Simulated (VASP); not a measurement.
# HgS6 (Pm-3m) in VASP: a series of runs

Runs on HgS6. Level: PBE. Tasks: single point, relaxation of cell and atoms.

Everything below comes from runs of VASP 6.6.1. Logs are shortened: lines on timing, memory, paths and dates and some standing lists are left out, and cuts for length are marked.

## 1. The cell of the first run

The structure is cubic, space group Pm-3m (No. 221). The conventional cell has a = 6.285 Å, b = 6.285 Å, c = 6.285 Å, α = 90.00°, β = 90.00°, γ = 90.00°. Within 2.6 Å of S (site symmetry 4mm) lie 1 S at 1.92 Å.

## 2. Single point, PBE

INCAR

```
SYSTEM = HgS6
PREC = Accurate ; ENCUT = 520
EDIFF = 1E-6 ; ISMEAR = 0
SIGMA = 0.1 ; LREAL = .FALSE.
LASPH = .TRUE. ; NELM = 100
ALGO = Normal ; ISIF = 2
LWAVE = .FALSE. ; LCHARG = .FALSE.
GGA = PE ; NBANDS = 33
```

KPOINTS

```
regular mesh
0
G
  6 6 6
  0 0 0
```

POSCAR

```
HgS6
1.0
    6.2848003437      0.0000000000      0.0000000000
    0.0000000000      6.2848003437      0.0000000000
    0.0000000000      0.0000000000      6.2848003437
Hg S
1 6
Direct
    0.0000000000      0.0000000000      0.0000000000
    0.8469168825      0.5000000000      0.5000000000
    0.1530831175      0.5000000000      0.5000000000
    0.5000000000      0.5000000000      0.8469168825
    0.5000000000      0.5000000000      0.1530831175
    0.5000000000      0.1530831175      0.5000000000
    0.5000000000      0.8469168825      0.5000000000
```

Potentials or basis: VASP PAW PBE potentials, release 64 (Hg, S).

Launch:

```console
> cat potpaw_PBE.64/Hg/POTCAR potpaw_PBE.64/S/POTCAR > POTCAR
> mpirun -np 1 vasp_std > vasp.out
```

OUTCAR:

```text
SYSTEM = HgS6
   PREC = Accurate
   ENCUT = 520
   EDIFF = 1E-6
   ISMEAR = 0
   LREAL = .FALSE.
   LASPH = .TRUE.
   NELM = 100
   ISIF = 2
   GGA = PE

 ion  position               nearest neighbor table
   1  0.000  0.000  0.000-
   2  0.847  0.500  0.500-   3 1.92
   3  0.153  0.500  0.500-   2 1.92
   4  0.500  0.500  0.847-   5 1.92
   5  0.500  0.500  0.153-   4 1.92
   6  0.500  0.153  0.500-   7 1.92
   7  0.500  0.847  0.500-   6 1.92

  LATTYP: Found a simple cubic cell.
 ALAT       =     6.2848003437

  Lattice vectors:

 A1 = (   6.2848003437,   0.0000000000,   0.0000000000)
 A2 = (   0.0000000000,   6.2848003437,   0.0000000000)
 A3 = (   0.0000000000,   0.0000000000,   6.2848003437)

Analysis of symmetry for initial positions (statically):
=====================================================================
 Subroutine PRICEL returns:
 Original cell was already a primitive cell.

 Routine SETGRP: Setting up the symmetry group for a
 simple cubic supercell.

 Subroutine GETGRP returns: Found 48 space group operations
 (whereof 48 operations were pure point group operations)
 out of a pool of 48 trial point group operations.

The static configuration has the point symmetry O_h .

Analysis of symmetry for dynamics (positions and initial velocities):
=====================================================================
 Subroutine PRICEL returns:
 Original cell was already a primitive cell.

 Routine SETGRP: Setting up the symmetry group for a
 simple cubic supercell.

 Subroutine GETGRP returns: Found 48 space group operations
 (whereof 48 operations were pure point group operations)
 out of a pool of 48 trial point group operations.

The dynamic configuration has the point symmetry O_h .

 Subroutine INISYM returns: Found 48 space group operations
 (whereof 48 operations are pure point group operations),
 and found     1 'primitive' translations

----------------------------------------------------------------------------------------

                                     Primitive cell

  volume of cell :     248.2415

  direct lattice vectors                    reciprocal lattice vectors
[... 87 lines left out ...]
   LNONCOLLINEAR =      F non collinear calculations
   LSORBIT =      F    spin-orbit coupling
   LASPH  =      T    aspherical Exc in radial PAW
   ENCUT  =  520.0 eV  38.22 Ry    6.18 a.u.  11.69 11.69 11.69*2*pi/ulx,y,z
   NELM   =    100;   NELMIN=  2; NELMDL= -5     # of ELM steps
   EDIFF  = 0.1E-05   stopping-criterion for ELM
   LREAL  =      F    real-space projection
   EDIFFG = 0.1E-04   stopping-criterion for IOM
   NSW    =      0    number of steps for IOM
   IBRION =     -1    ionic relax: 0-MD 1-quasi-New 2-CG
   NFREE  =      0    steps in history (QN), initial steepest desc. (CG)
   ISIF   =      2    stress and relaxation
   ISYM   =      2    0-nonsym 1-usesym 2-fastsym
   POTIM  = 0.5000    time-step for ionic-motion
   TEBEG  =    0.0;   TEEND  =   0.0 temperature during run
   PSTRESS=    0.0 pullay stress
   NELECT =      48.0000    total number of electrons
   NUPDOWN=      -1.0000    fix difference up-down
   EMIN   =  10.00;   EMAX   =-10.00  energy-range for DOS
[... 5 lines left out ...]
     AMIX     =   0.40;   BMIX     =  1.00
     AMIX_MAG =   1.60;   BMIX_MAG =  1.00
  volume/ion in A,a.u.               =      35.46       239.32
  Fermi-wavevector in a.u.,A,eV,Ry     =   0.946667  1.788941 12.193239  0.896178
  Thomas-Fermi vector in A             =   2.074686
   LORBIT       =      0    0 simple, 1 ext, 2 COOP (PROOUT), +10 PAW based schemes
   GGA     = PE    functional components
   LHFCALC =     F    Hartree Fock is set to
   AEXX    =    0.0000 exact exchange contribution
   IVDW    =     0    specifies the selected vdW correction
   LEPSILON=     F    determine dielectric tensor
   LRPA    =     F    only Hartree local field effects (RPA)
 non-spin polarized calculation
 Gauss-broadening in eV      SIGMA  =   0.10
  energy-cutoff  :      520.00
  volume of cell :      248.24
 maximum number of plane-waves:      6728
 NGX is ok and might be reduce to    48
   NGX = 23   NGY = 23   NGZ = 23

 number of electron      48.0000010 magnetization

 Free energy of the ion-electron system (eV)
  ---------------------------------------------------
  ext. energy  EPLUGINS =         0.00000000
  ---------------------------------------------------
  free energy    TOTEN  =       -22.06560548 eV

  energy without entropy =      -22.00573315  energy(sigma->0) =      -22.03566931

 E-fermi :   0.2108     XC(G=0):  -7.1182

 val. band max:        0.2038240505   @ k =   0.5000   0.3333   0.3333
 cond. band min:       0.2143395308   @ k =   0.5000   0.5000   0.3333
 fundamental gap:      0.0105154803
 Fermi energy:         0.2107657927

 k-point     1 :       0.0000    0.0000    0.0000
  band No.  band energies     occupation
      1     -15.7462      2.00000
      2     -15.1673      2.00000
      3     -15.1673      2.00000
      4     -10.2967      2.00000
      5     -10.2967      2.00000
      6     -10.2967      2.00000
[... 709 lines left out ...]
     32       6.3964      0.00000
     33       6.5038      0.00000

------------------------ aborting loop because EDIFF is reached ----------------------------------------

  FORCE on cell =-STRESS in cart. coord.  units (eV):
  Direction    XX          YY          ZZ          XY          YZ          ZX
  --------------------------------------------------------------------------------------
  -------------------------------------------------------------------------------------
  Total       -0.4885610     -0.4885610     -0.4885610      0.0000000     -0.0000000      0.0000000
  in kB       -3.1532245     -3.1532245     -3.1532245      0.0000000     -0.0000000      0.0000000
  external PRESSURE =      -3.1532245 kB  Pullay stress =       0.0000000 kB

 VOLUME and BASIS-vectors are now :
 -----------------------------------------------------------------------------
  energy-cutoff  :      520.00
  volume of cell :      248.24
      direct lattice vectors                 reciprocal lattice vectors
     6.284800344  0.000000000  0.000000000     0.159114044  0.000000000  0.000000000
     0.000000000  6.284800344  0.000000000     0.000000000  0.159114044  0.000000000
     0.000000000  0.000000000  6.284800344     0.000000000  0.000000000  0.159114044

 POSITION                                       TOTAL-FORCE (eV/Angst)
 -----------------------------------------------------------------------------------
      0.00000      0.00000      0.00000         0.000000     -0.000000     -0.000000
      5.32270      3.14240      3.14240         0.230287     -0.000000     -0.000000
      0.96210      3.14240      3.14240        -0.230287     -0.000000     -0.000000
      3.14240      3.14240      5.32270         0.000000     -0.000000      0.230287
      3.14240      3.14240      0.96210         0.000000     -0.000000     -0.230287
      3.14240      0.96210      3.14240         0.000000     -0.230287     -0.000000
      3.14240      5.32270      3.14240         0.000000      0.230287     -0.000000
 -----------------------------------------------------------------------------------
    total drift:                               -0.000000      0.000000      0.000000

  FREE ENERGIE OF THE ION-ELECTRON SYSTEM (eV)
  ---------------------------------------------------
  free  energy   TOTEN  =       -22.0656054821 eV

  energy  without entropy=      -22.0057331472  energy(sigma->0) =      -22.03566931
```

OSZICAR:

```text
N       E                     dE             d eps       ncg     rms          rms(c)
DAV:   1     0.310403883482E+03    0.31040E+03   -0.19716E+04  1320   0.121E+03
DAV:   2     0.726888199817E+01   -0.30314E+03   -0.28478E+03  1716   0.241E+02
DAV:   3    -0.216555754136E+02   -0.28924E+02   -0.28268E+02  1549   0.765E+01
DAV:   4    -0.222493830761E+02   -0.59381E+00   -0.58901E+00  1661   0.122E+01
DAV:   5    -0.222658305349E+02   -0.16447E-01   -0.16415E-01  1622   0.204E+00    0.245E+01
DAV:   6    -0.220859476831E+02    0.17988E+00   -0.36276E-01  1510   0.251E+00    0.135E+01
DAV:   7    -0.220692794966E+02    0.16668E-01   -0.24972E-01  1508   0.201E+00    0.211E+00
DAV:   8    -0.220652866797E+02    0.39928E-02   -0.53762E-02  1428   0.101E+00    0.409E-01
DAV:   9    -0.220654930924E+02   -0.20641E-03   -0.30135E-03  1637   0.249E-01    0.205E-01
DAV:  10    -0.220655883986E+02   -0.95306E-04   -0.23933E-04  1450   0.773E-02    0.178E-01
DAV:  11    -0.220656048274E+02   -0.16429E-04   -0.46109E-05  1610   0.332E-02    0.322E-02
DAV:  12    -0.220656054821E+02   -0.65474E-06   -0.32425E-06  1356   0.884E-03
   1 F= -.22065605E+02 E0= -.22035669E+02  d E =-.598723E-01
```

Wall time 100 s (1 thread of AMD EPYC 7R43 (Zen 3), shared host); peak memory 0.35 GiB.

What came out:

| Property | Result |
| --- | --- |
| Free energy | -22.0656 eV |
| Pressure | -0.3 GPa |
| Largest force | 0.230 eV/Å |
| Band gap on the k mesh | zero (band 24 reaches 0.24 eV, above the bottom of band 25 at 0.22 eV) |

Forces in eV/Å, atoms in the order of the input:
```
Hg   0.000  0.000  0.000
S    0.230  0.000  0.000
S   -0.230  0.000  0.000
S    0.000  0.000  0.230
S    0.000  0.000 -0.230
S    0.000 -0.230  0.000
S    0.000  0.230  0.000
```

Caveat: spin-orbit coupling is left out, which moves the levels of the heavy elements.

(Part 1 of 2 ends here.)
